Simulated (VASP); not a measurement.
Set up this calculation in VASP 6.6.1, as the native input.

| Item | Value |
| --- | --- |
| Task | single point |
| Functional | r2SCAN |
| Potentials or basis | VASP PAW PBE potentials, release 64 (Cs_sv, Sn_d, I) |
| Cutoff | 550 eV |
| k mesh | 4 × 4 × 4 |
| Occupations | gaussian, width 0.01 eV |
| Spin | no spin polarisation |
| Dipole correction | no |
| Further INCAR settings | ALGO = Normal; EDIFF = 1e-06; NBANDS = 47 |

The system is Cs2SnI6.

```
Cs Sn I
1.0
     0.00000    5.79953    5.79953
     5.79953    0.00000    5.79953
     5.79953    5.79953    0.00000
Cs Sn I
2 1 6
Cartesian
  2.8998 2.8998 2.8998
  8.6993 8.6993 8.6993
  0.0000 0.0000 0.0000
  8.7730 5.7995 5.7995
  5.7995 2.8261 5.7995
  5.7995 8.7730 5.7995
  2.8261 5.7995 5.7995
  5.7995 5.7995 8.7730
  5.7995 5.7995 2.8261
```

These files were run (other wordings do the same):

POSCAR

```
Cs2SnI6
1.0
    0.0000000000      5.7995301319      5.7995301319
    5.7995301319      0.0000000000      5.7995301319
    5.7995301319      5.7995301319      0.0000000000
Cs Sn I
2 1 6
Direct
    0.2500000000      0.2500000000      0.2500000000
    0.7500000000      0.7500000000      0.7500000000
    0.0000000000      0.0000000000      0.0000000000
    0.2436476537      0.7563523463      0.7563523463
    0.2436476537      0.7563523463      0.2436476537
    0.7563523463      0.2436476537      0.7563523463
    0.7563523463      0.2436476537      0.2436476537
    0.7563523463      0.7563523463      0.2436476537
    0.2436476537      0.2436476537      0.7563523463
```

INCAR.step1

```
ALGO     = Normal         # electronic algorithm
EDIFF    = 1E-5           # SCF threshold, eV
ENCUT    = 550            # plane-wave cutoff, eV
GGA      = PE             # functional
GGA_COMPAT= False        
ISMEAR   = 0              # smearing method
LASPH    = True           # aspherical terms in the spheres
LCHARG   = False          # write CHGCAR
LREAL    = False          # projectors in reciprocal space
LWAVE    = True           # write WAVECAR
NBANDS   = 47             # bands
NELM     = 120            # most SCF steps
PREC     = Accurate       # precision mode
SIGMA    = 0.01           # smearing width, eV
```

INCAR.step2

```
ALGO     = Normal         # electronic algorithm
EDIFF    = 1E-6           # SCF threshold, eV
ENCUT    = 550            # plane-wave cutoff, eV
GGA_COMPAT= False        
ISIF     = 2              # what is computed and relaxed
ISMEAR   = 0              # smearing method
ISTART   = 1            
LASPH    = True           # aspherical terms in the spheres
LCHARG   = False          # write CHGCAR
LMIXTAU  = True         
LREAL    = False          # projectors in reciprocal space
LWAVE    = False          # write WAVECAR
METAGGA  = R2SCAN         # meta-GGA
NBANDS   = 47             # bands
NELM     = 120            # most SCF steps
PREC     = Accurate       # precision mode
SIGMA    = 0.01           # smearing width, eV
```

KPOINTS

```
k-points
0
Gamma
  4 4 4
```

Potentials or basis: VASP PAW PBE potentials, release 64 (Cs_sv, Sn_d, I).

The run is started by

```console
$ cat potpaw_PBE.64/Cs_sv/POTCAR potpaw_PBE.64/Sn_d/POTCAR potpaw_PBE.64/I/POTCAR > POTCAR
$ cp INCAR.step1 INCAR
$ mpirun -np 1 vasp_std > vasp.out
$ cp INCAR.step2 INCAR
$ mpirun -np 1 vasp_std > vasp.out
```

It gave:

```json
{"Pressure": "1.5 GPa", "Largest force": "0.385 eV/Å", "Band gap on the k mesh": "0.55 eV"}
```

Caveat: semilocal functionals underestimate gaps, and a narrow one can read as zero; the PAW data sets were made with another functional, which shifts forces and pressure a little; spin-orbit coupling is left out, which moves the levels of the heavy elements.

Wall time 30 min on 1 thread of Oxide Virtual Turin-like Processor (shared host), peak memory 0.67 GiB.
